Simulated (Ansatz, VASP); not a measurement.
**PbS: VASP beside Ansatz**

```xyz
2
Lattice="0.0000 2.9749 2.9749 2.9749 0.0000 2.9749 2.9749 2.9749 0.0000" Properties=species:S:1:pos:R:3 pbc="T T T"
Pb    0.0000    0.0000    0.0000
S     2.9749    2.9749    2.9749
```

Change from the starting cell: volume scaled by 1.01.

Alike in both runs: task single point; functional LDA; k mesh 8 × 8 × 8; occupations fermi-dirac, width 0.01 eV; no spin polarisation.

|  | VASP | Ansatz |
| --- | --- | --- |
| version | VASP 6.6.1 | Ansatz 0.2.0 |
| potentials or method | VASP PAW LDA potentials, release 64 (Pb_d, S), cutoff 520 eV | all-electron LAPW, scalar-relativistic |

Ansatz gave:

* pressure (GPa): -3.1

Q: Which values does VASP return?

A: Pressure (GPa): -3.0.

LDA's correlation is that of Perdew and Zunger in VASP and of Perdew and Wang (1992) in Ansatz. Ansatz ran all-electron here, and VASP with PAW potentials.

Neither program's run includes spin-orbit coupling.
